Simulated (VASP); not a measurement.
Write the native input for VASP 6.6.1 that does the following.

```yaml
Task: single point
Functional: r2SCAN
Potentials_or_basis: VASP PAW PBE potentials, release 64 (Zn, O)
Cutoff: 520 eV
k_mesh: 8 × 8 × 8
Occupations: fermi-dirac, width 0.02 eV
Spin: no spin polarisation
Dipole_correction: no
Further_INCAR_settings: ALGO = Normal; EDIFF = 1e-06; NBANDS = 16
```

Crystal: ZnO.

```
Zn O
1.0
     2.69807    0.00000    0.00000
     0.00000    2.69807    0.00000
     0.00000    0.00000    2.69807
Zn O
1 1
Cartesian
  0.0000 0.0000 0.0000
  1.3490 1.3490 1.3490
```

This cell differs from its parent crystal: volume changed by +6%.

These files were run (other wordings do the same):

POSCAR

```
ZnO
1.0
    2.6980698408      0.0000000000      0.0000000000
    0.0000000000      2.6980698408      0.0000000000
    0.0000000000      0.0000000000      2.6980698408
Zn O
1 1
Direct
    0.0000000000      0.0000000000      0.0000000000
    0.5000000000      0.5000000000      0.5000000000
```

INCAR.step1

```
ALGO = Normal
EDIFF = 1E-4
ENCUT = 520
GGA = PE
ISMEAR = -1
LASPH = T
LCHARG = F
LREAL = F
LWAVE = T
NBANDS = 16
NELM = 100
PREC = Accurate
SIGMA = 0.02
```

INCAR.step2

```
ALGO = Normal
EDIFF = 1E-6
ENCUT = 520
ISIF = 2
ISMEAR = -1
ISTART = 1
LASPH = T
LCHARG = F
LMIXTAU = T
LREAL = F
LWAVE = F
METAGGA = R2SCAN
NBANDS = 16
NELM = 100
PREC = Accurate
SIGMA = 0.02
```

KPOINTS

```
k-points
0
Gamma
  8 8 8
```

Potentials or basis: VASP PAW PBE potentials, release 64 (Zn, O).

Launch:

```bash
$ cat potpaw_PBE.64/Zn/POTCAR potpaw_PBE.64/O/POTCAR > POTCAR
$ cp INCAR.step1 INCAR
$ mpirun -np 1 vasp_std > vasp.out
$ cp INCAR.step2 INCAR
$ mpirun -np 1 vasp_std > vasp.out
```

It gave:

* Pressure: -8.8 GPa
* Band gap on the k mesh: zero (band 9 reaches 2.71 eV, above the bottom of band 10 at 2.33 eV)

Caveat: the PAW data sets were made with another functional, which shifts forces and pressure a little.

It took 29 s on 1 thread of Intel Xeon 6975P-C, with other jobs on the host, peak memory 0.13 GiB.
